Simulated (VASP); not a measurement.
Here is a VASP 6.6.1 calculation.

POSCAR

```
TiO2
1.0
    2.7060340000     -2.7066550000      0.0000000000
    2.7060340000      2.7066550000      0.0000000000
   -2.6335310000      0.0000000000      4.7966370000
Ti O
2 4
Direct
    0.1341100000      0.8658900000      0.2500000000
    0.8658900000      0.1341100000      0.7500000000
    0.3312210000      0.0887550000      0.6671490000
    0.6687790000      0.9112450000      0.3328510000
    0.9112450000      0.6687790000      0.8328510000
    0.0887550000      0.3312210000      0.1671490000
```

The input INCAR.step1:

```
ALGO = Normal
EDIFF = 1E-4
ENCUT = 520
GGA = PE
ISMEAR = 0
LASPH = T
LCHARG = F
LREAL = F
LWAVE = T
NBANDS = 33
NELM = 80
PREC = Accurate
SIGMA = 0.02
```

File INCAR.step2:

```
ALGO = Normal
EDIFF = 1E-6
ENCUT = 520
ISIF = 2
ISMEAR = 0
ISTART = 1
LASPH = T
LCHARG = F
LMIXTAU = T
LREAL = F
LWAVE = F
METAGGA = R2SCAN
NBANDS = 33
NELM = 80
PREC = Accurate
SIGMA = 0.02
```

File KPOINTS:

```
k-points
0
Gamma
  6 6 4
```

Potentials or basis: VASP PAW PBE potentials, release 64 (Ti_sv, O).

Run with:

```bash
$ cat potpaw_PBE.64/Ti_sv/POTCAR potpaw_PBE.64/O/POTCAR > POTCAR
$ cp INCAR.step1 INCAR
$ mpirun -np 1 vasp_std > vasp.out
$ cp INCAR.step2 INCAR
$ mpirun -np 1 vasp_std > vasp.out
```

**Question.** What does it give for the largest force?

**Answer.** 0.199 eV/Å.

**Question.** What does it give for the pressure?

**Answer.** -5.2 GPa.

**Question.** What does it give for the band gap on the k mesh?

**Answer.** 2.46 eV (least direct gap 2.81 eV).

Forces on the atoms (eV/Å):
```
Ti   0.000  0.095  0.000
Ti   0.000 -0.095  0.000
O   -0.004 -0.030 -0.196
O    0.004  0.030  0.196
O    0.004 -0.030  0.196
O   -0.004  0.030 -0.196
```

Caveat: the cell stands under tension; the PAW data sets were made with another functional, which shifts forces and pressure a little. A k mesh can miss the band edges.
